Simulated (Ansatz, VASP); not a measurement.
**Cu in VASP and in Ansatz**

File INCAR:

```
ALGO = Normal
DIPOL = 0.5 0.5 0.500
EDIFF = 1E-7
ENCUT = 520
IDIPOL = 3
ISIF = 2
ISMEAR = -1
LASPH = True
LCHARG = False
LDIPOL = True
LREAL = False
LWAVE = False
NBANDS = 24
NELM = 100
PREC = Accurate
SIGMA = 0.08
```

File KPOINTS:

```
k-points
0
Gamma
  15 15 1
```

The input POSCAR:

```
Cu
1.0
    2.4874897871      0.0000000000      0.0000000000
    0.0000000000      2.4874897871      0.0000000000
    0.0000000000      0.0000000000     16.4247000000
Cu
3
Direct
    0.0000000000      0.0000000000      0.3957467503
    0.5000000000      0.5000000000      0.4999996601
    0.0000000000      0.0000000000      0.6042532497
```

Input for Ansatz:

```yaml
crystal:
  lattice:
    - [2.4874897871, 0.0, 0.0]
    - [0.0, 2.4874897871, 0.0]
    - [0.0, 0.0, 16.4247]
  atoms:
    - { symbol: Cu, position: [0.0, 0.0, 0.3957467503] }
    - { symbol: Cu, position: [0.5, 0.5, 0.4999996601] }
    - { symbol: Cu, position: [0.0, 0.0, 0.6042532497] }
kpoints:
  mp_grid: { grid: [15, 15, 1] }
scf:
  occupations: { method: fermi_dirac, width: 0.08 }
hamiltonian:
  xc: lda
  pseudopotentials: { kind: all_electron, lapw: { basis_error: 0.001 } }
output:
  forces: true
  stress: true
  eigenvalues: true
efield:
  axis: 3
  amplitude: 0
  dipole_correction: true
```

Alike in both runs: task single point; functional LDA; k mesh 15 × 15 × 1; occupations fermi-dirac, width 0.08 eV; no spin polarisation.

|  | VASP | Ansatz |
| --- | --- | --- |
| version | VASP 6.6.1 | Ansatz 0.2.0 |
| potentials or method | VASP PAW LDA potentials, release 64 (Cu), cutoff 520 eV | all-electron LAPW, scalar-relativistic |

|  | VASP | Ansatz | Ansatz less VASP |
| --- | --- | --- | --- |
| rms of the force components (eV/Å) | 0.022 | 0.003 | -0.0192 |

LDA's correlation is that of Perdew and Zunger in VASP and of Perdew and Wang (1992) in Ansatz. Atom by atom the forces differ by 0.019 eV/Å (rms over components). Ansatz ran all-electron here, and VASP with PAW potentials.
